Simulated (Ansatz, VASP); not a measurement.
# One calculation of Fe, two programs

The input INCAR:

```
PREC = Accurate ; ENCUT = 520
EDIFF = 1E-7 ; ISMEAR = -1
SIGMA = 0.1 ; LREAL = False
LASPH = True ; NELM = 100
ALGO = Normal ; ISIF = 2
LWAVE = False ; LCHARG = True
GGA = B5 ; ALDAX = 1.0
AGGAX = 1.0 ; AGGAC = 1.0
ALDAC = 0.0 ; LELF = True
LVHAR = True ; NBANDS = 15
```

The input KPOINTS:

```
Automatic mesh
0
Gamma
  16 16 9
```

The input POSCAR:

```
Fe
1.0
    2.5613862792      0.0000000000      0.0000000000
   -1.2806931396      2.2182255867      0.0000000000
    0.0000000000      0.0000000000      4.0393634074
Fe
2
Direct
    0.3333333333      0.6666666667      0.2500000000
    0.6666666667      0.3333333333      0.7500000000
```

Input for Ansatz:

```yaml
crystal:
  lattice:
    - [2.5613862792, 0.0, 0.0]
    - [-1.2806931396, 2.2182255867, 0.0]
    - [0.0, 0.0, 4.0393634074]
  atoms:
    - { symbol: Fe, position: [0.3333333333, 0.6666666667, 0.25] }
    - { symbol: Fe, position: [0.6666666667, 0.3333333333, 0.75] }
hamiltonian:
  xc: blyp
  pseudopotentials:
    kind: paw
    azcp:
      Fe: "pseudopotentials/Fe.paw.azcp"
basis:
  ecutwfc: 420
  fft_grid_basis: typed
kpoints:
  mp_grid: { grid: [16, 16, 9], shift: [0, 0, 0] }
magnetization:
  spin_polarized: false
scf:
  occupations: { method: fermi_dirac, width: 0.1 }
  lower_state_search: "off"
output:
  stress: true
  write_density: true
  write_potential: true
  elf: true
  volumetric_format: npy
```

Alike in both runs: task single point; functional BLYP; k mesh 16 × 16 × 9; occupations fermi-dirac, width 0.1 eV; no spin polarisation.

|  | VASP | Ansatz |
| --- | --- | --- |
| version | VASP 6.6.1 | Ansatz 0.2.0 |
| potentials or method | VASP PAW PBE potentials, release 64 (Fe), cutoff 520 eV | plane waves (420 eV) with PAW, scalar-relativistic |
| valence electrons in the cell | 16 | 32 |

VASP gave:

```
pressure (GPa)                                                : -16.2
traceless stress, the component that is largest in VASP (GPa) : -0.52
```

Question: Which values does Ansatz return?

Answer: Pressure (GPa): -16.4; traceless stress, the component that is largest in VASP (GPa): -0.46.

VASP's potentials were made for PBE, not for BLYP. VASP's potentials hold 16 valence electrons a cell and Ansatz's 32, so a difference there can come from the potentials and not from the codes.
